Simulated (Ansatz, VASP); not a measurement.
**One calculation of SnO, two programs**

POSCAR

```
SnO
1.0
    3.8305139423      0.0000000000      0.0000000000
    0.0000000000      3.8305139423      0.0000000000
    0.0000000000      0.0000000000      4.8059711001
Sn O
2 2
Direct
    0.0000000000      0.5000000000      0.2364286208
    0.5000000000      0.0000000000      0.7635713792
    0.5000000000      0.5000000000      0.0000000000
    0.0000000000      0.0000000000      0.0000000000
```

Contents of INCAR.step1:

```
ALGO = Normal
EDIFF = 1E-5
ENCUT = 660
GGA = PE
GGA_COMPAT = False
ISMEAR = 0
LASPH = True
LCHARG = False
LREAL = False
LWAVE = True
NBANDS = 28
NELM = 120
PREC = Accurate
SIGMA = 0.01
```

File INCAR.step2:

```
ALGO = Normal
EDIFF = 1E-6
ENCUT = 660
GGA_COMPAT = False
ISIF = 2
ISMEAR = 0
ISTART = 1
LASPH = True
LCHARG = False
LMIXTAU = True
LREAL = False
LWAVE = False
METAGGA = R2SCAN
NBANDS = 28
NELM = 120
PREC = Accurate
SIGMA = 0.01
```

File KPOINTS:

```
k-points
0
Gamma
  6 6 6
```

Input for Ansatz:

```yaml
crystal:
  lattice:
    - [3.8305139423, 0.0, 0.0]
    - [0.0, 3.8305139423, 0.0]
    - [0.0, 0.0, 4.8059711001]
  atoms:
    - { symbol: Sn, position: [0.0, 0.5, 0.2364286208] }
    - { symbol: Sn, position: [0.5, 0.0, 0.7635713792] }
    - { symbol: O, position: [0.5, 0.5, 0.0] }
    - { symbol: O, position: [0.0, 0.0, 0.0] }
kpoints:
  mp_grid: { grid: [6, 6, 6] }
  band_path:
    path:
      - [0.0, 0.0, 0.0]
      - [0.0, 0.5, 0.0]
      - [0.5, 0.5, 0.0]
      - [0.0, 0.0, 0.5]
      - [0.0, 0.5, 0.5]
      - [0.5, 0.5, 0.5]
      - [-0.072917, -0.072917, 0.0]
    npoints: 1
hamiltonian:
  xc: r2scan
scf:
  occupations: { method: fixed }
  n_extra_bands: 5
output:
  forces: true
  stress: true
  eigenvalues: true
  write_density: true
  write_potential: true
  elf: true
  volumetric_format: npy
```

Change from the starting cell: hydrostatic strain +1.0%.

Alike in both runs: task single point; functional r2SCAN; k mesh 6 × 6 × 6; no spin polarisation.

```csv
,VASP,Ansatz
version,VASP 6.6.1,Ansatz 0.2.0
potentials or method,"VASP PAW PBE potentials, release 64 (Sn_d, O)","plane waves, PAW"
plane-wave cutoff (eV),660,500
occupations,"gaussian, width 0.01 eV",fixed
valence electrons in the cell,40,40
```

VASP gave:

| Quantity | Value |
| --- | --- |
| gap on the k mesh at the Fermi level (eV) | 0.32 |
| pressure (GPa) | 0.1 |
| traceless stress, the component that is largest in VASP (GPa) | 0.92 |
| rms of the force components (eV/Å) | 0.050 |

Q: Which values does Ansatz return?

A: gap on the k mesh at the Fermi level (eV): 0.31; pressure (GPa): -0.4; traceless stress, the component that is largest in VASP (GPa): 0.98; rms of the force components (eV/Å): 0.007.

VASP's potentials were made for PBE, not for r2SCAN. Atom by atom the forces differ by 0.057 eV/Å (rms over components).
